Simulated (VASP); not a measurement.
The system is CuO.

```
Cu O
1.0
     0.00000    2.32725    2.32725
     2.32725    0.00000    2.32725
     2.32725    2.32725    0.00000
Cu O
1 1
Direct
  0.00000 0.00000 0.00000
  0.25000 0.25000 0.25000
```

| Property | Result |
| --- | --- |
| Program | VASP 6.6.1 |
| Task | relaxation of cell and atoms |
| Functional | PBEsol |
| Potentials or basis | VASP PAW PBE potentials, release 64 (Cu, O) |
| Cutoff | 600 eV |
| k mesh | 8 × 8 × 8 |
| Occupations | fermi-dirac, width 0.05 eV |
| Spin | no spin polarisation |

At the start: pressure -15.3 GPa; volume 12.60 Å³/atom.

Q: How do energy, volume and symmetry change on relaxing?

A: Over 3 steps the energy falls by 84.5 meV/atom and the volume is 11.05 Å³/atom (-12.4 %); space group F-43m (No. 216, to 0.05 Å).

Step by step:
| step | energy change (eV) | largest force (eV/Å) | pressure (GPa) | volume (Å³) |
| --- | --- | --- | --- | --- |
| 1 | 0.0000 | 0.0000 | -15.30 | 25.21 |
| 2 | -0.1432 | 0.0000 | 8.48 | 21.07 |
| 3 | -0.1690 | 0.0000 | -0.01 | 22.09 |

Final structure:
```
Cu O
1.0
     0.00000    2.22712    2.22712
     2.22712    0.00000    2.22712
     2.22712    2.22712    0.00000
Cu O
1 1
Direct
  0.00000 0.00000 0.00000
  0.25000 0.25000 0.25000
```

Caveat: the PAW data sets were made with another functional, which shifts forces and pressure a little; an odd number of electrons without spin polarisation forces a metal; a magnetic or distorted state may lie lower.
